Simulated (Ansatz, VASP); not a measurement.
## SnO2 in VASP and in Ansatz

Contents of INCAR:

```
  PREC = Accurate
  ENCUT = 520
  EDIFF = 1E-7
  ISMEAR = 0
  SIGMA = 0.05
  LREAL = F
  LASPH = T
  NELM = 60
  ALGO = Normal
  ISIF = 2
  LWAVE = F
  LCHARG = F
  GGA = PS
  NBANDS = 20
```

KPOINTS

```
Automatic mesh
0
Gamma
  12 12 12
```

Contents of POSCAR:

```
SnO2
1.0
    1.6321500000      0.9423222419      4.0575333333
   -1.6321500000      0.9423222419      4.0575333333
    0.0000000000     -1.8846444837      4.0575333333
Sn O
1 2
Direct
    0.5000000000      0.5000000000      0.5000000000
    0.2414378084      0.2414378084      0.2414378084
    0.7585621916      0.7585621916      0.7585621916
```

Input for Ansatz:

```yaml
crystal:
  lattice:
    - [1.63215, 0.9423222419, 4.0575333333]
    - [-1.63215, 0.9423222419, 4.0575333333]
    - [0.0, -1.8846444837, 4.0575333333]
  atoms:
    - { symbol: Sn, position: [0.5, 0.5, 0.5] }
    - { symbol: O, position: [0.2414378084, 0.2414378084, 0.2414378084] }
    - { symbol: O, position: [0.7585621916, 0.7585621916, 0.7585621916] }
basis:
  ecutwfc: 520.0
kpoints:
  mp_grid: { grid: [12, 12, 12] }
hamiltonian:
  xc: pbesol
  pseudopotentials: { kind: paw, azcp: { folder: soft_1 } }
scf:
  occupations: { method: gaussian, width: 0.05 }
output:
  forces: true
  stress: true
  eigenvalues: true
```

Alike in both runs: task single point; functional PBEsol; k mesh 12 × 12 × 12; occupations gaussian, width 0.05 eV; no spin polarisation.

|  | VASP | Ansatz |
| --- | --- | --- |
| version | VASP 6.6.1 | Ansatz 0.2.0 |
| potentials or method | VASP PAW PBE potentials, release 64 (Sn_d, O), cutoff 520 eV | scalar-relativistic, plane waves, PAW |
| valence electrons in the cell | 26 | 26 |

```tsv
	VASP	Ansatz	Ansatz less VASP
gap on the k mesh at the Fermi level (eV)	1.44	1.45	+0.010
least direct gap on the mesh (eV)	1.44	1.45	+0.010
pressure (GPa)	2.8	2.0	-0.80
traceless stress, the component that is largest in VASP (GPa)	2.38	2.97	+0.590
rms of the force components (eV/Å)	0.322	0.295	-0.0272
```

VASP's potentials were made for PBE, not for PBEsol, and Ansatz warns of the same on its side. Atom by atom the forces differ by 0.027 eV/Å (rms over components).
